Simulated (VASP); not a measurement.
Here is a VASP 6.6.1 calculation.

INCAR

```
PREC     = Accurate       # precision mode
ENCUT    = 600            # plane-wave cutoff, eV
EDIFF    = 1E-6           # SCF threshold, eV
ISMEAR   = 0              # smearing method
SIGMA    = 0.02           # smearing width, eV
LREAL    = False          # projectors in reciprocal space
LASPH    = True           # aspherical terms in the spheres
NELM     = 60             # most SCF steps
ALGO     = Normal         # electronic algorithm
ISIF     = 3              # what is computed and relaxed
LWAVE    = False          # write WAVECAR
LCHARG   = False          # write CHGCAR
GGA      = PE             # functional
IBRION   = 2              # ionic algorithm
NSW      = 100            # ionic steps
EDIFFG   = -0.005         # ionic threshold
```

Contents of KPOINTS:

```
Automatic mesh
0
Gamma
  10 10 10
```

The input POSCAR:

```
BP
1.0
    0.0000000000      2.2690000000      2.2690000000
    2.2690000000      0.0000000000      2.2690000000
    2.2690000000      2.2690000000      0.0000000000
B P
1 1
Direct
    0.0000000000      0.0000000000      0.0000000000
    0.7500000000      0.7500000000      0.7500000000
```

Potentials or basis: VASP PAW PBE potentials, release 64 (B, P).

Command:

```console
$ cat potpaw_PBE.64/B/POTCAR potpaw_PBE.64/P/POTCAR > POTCAR
$ mpirun -np 1 vasp_std > vasp.out
```

Question: Predict the relaxed volume.

Answer: 11.75 Å³/atom.

Question: Estimate the relaxed cell.

Answer: a = 3.215 Å, b = 3.215 Å, c = 3.215 Å, α = 60.00°, β = 60.00°, γ = 60.00°.

Question: Predict the band gap on the k mesh.

Answer: 1.25 eV, indirect (least direct gap 3.39 eV).

Final structure:
```
B P
1.0
     0.00000    2.27313    2.27313
     2.27313    0.00000    2.27313
     2.27313    2.27313    0.00000
B P
1 1
Direct
  0.00000 0.00000 0.00000
  0.75000 0.75000 0.75000
```

A k mesh can miss the band edges. PBE gaps usually lie below the measured ones, often by a third to a half.
